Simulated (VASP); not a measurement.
A run of VASP 6.6.1:

The input INCAR:

```
PREC = Accurate
ENCUT = 520
EDIFF = 1E-6
ISMEAR = -1
SIGMA = 0.03
LREAL = F
LASPH = T
NELM = 60
ALGO = Normal
ISIF = 2
LWAVE = F
LCHARG = F
GGA = CA
NBANDS = 14
```

KPOINTS

```
regular mesh
0
Gamma
  16 16 16
```

Contents of POSCAR:

```
Rh
1.0
    0.0000000000      1.8887875349      1.8887875349
    1.8887875349      0.0000000000      1.8887875349
    1.8887875349      1.8887875349      0.0000000000
Rh
1
Direct
    0.0000000000      0.0000000000      0.0000000000
```

Potentials or basis: VASP PAW LDA potentials, release 64 (Rh_pv).

Command:

```sh
$ cat potpaw_LDA.64/Rh_pv/POTCAR > POTCAR
$ mpirun -np 1 vasp_std > vasp.out
```

Hardware: 1 thread of Intel(R) Xeon(R) Platinum 8559C (Emerald Rapids), with other jobs on the host.

**Question.** How long does it take, and how much memory?

**Answer.** It took 11 s on 1 thread of Intel(R) Xeon(R) Platinum 8559C (Emerald Rapids), with other jobs on the host, peak memory 0.14 GiB. Counts: scf iterations 11, k points 145.
